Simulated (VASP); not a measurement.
ZnS: single point with r2SCAN

ZnS:

```
Zn S
1.0
     0.00000    2.73024    2.73024
     2.73024    0.00000    2.73024
     2.73024    2.73024    0.00000
Zn S
1 1
Direct
  0.25000 0.25000 0.25000
  0.00000 0.00000 0.00000
```

```yaml
Program: VASP 6.6.1
Task: single point
Functional: r2SCAN
Potentials_or_basis: VASP PAW PBE potentials, release 64 (Zn, S)
Cutoff: 520 eV
k_mesh: 6 × 6 × 6
Occupations: gaussian, width 0.05 eV
Spin: no spin polarisation
```

```json
{
 "Pressure": "-2.8 GPa",
 "Band gap on the k mesh": "2.53 eV"
}
```

Levels at points of the mesh, in eV from the valence-band top:
```tsv
k point	band 7	band 8	band 9	band 10	band 11	band 12
(0.00, 0.00, 0.00)	0.00	0.00	0.00	2.53	6.92	6.92
(0.50, 0.00, 0.00)	-5.18	-0.84	-0.84	3.75	7.41	7.41
(0.50, 0.50, 0.00)	-4.49	-2.17	-2.17	3.79	4.48	11.52
```

Run time: 49 s on 1 thread of Intel(R) Xeon(R) Platinum 8259CL CPU @ 2.50GHz (Skylake/Cascade Lake), on a shared host, peak memory 0.17 GiB.

Caveat: the PAW data sets were made with another functional, which shifts forces and pressure a little. r2SCAN opens gaps a little over a GGA but as a rule still falls short of measured ones.
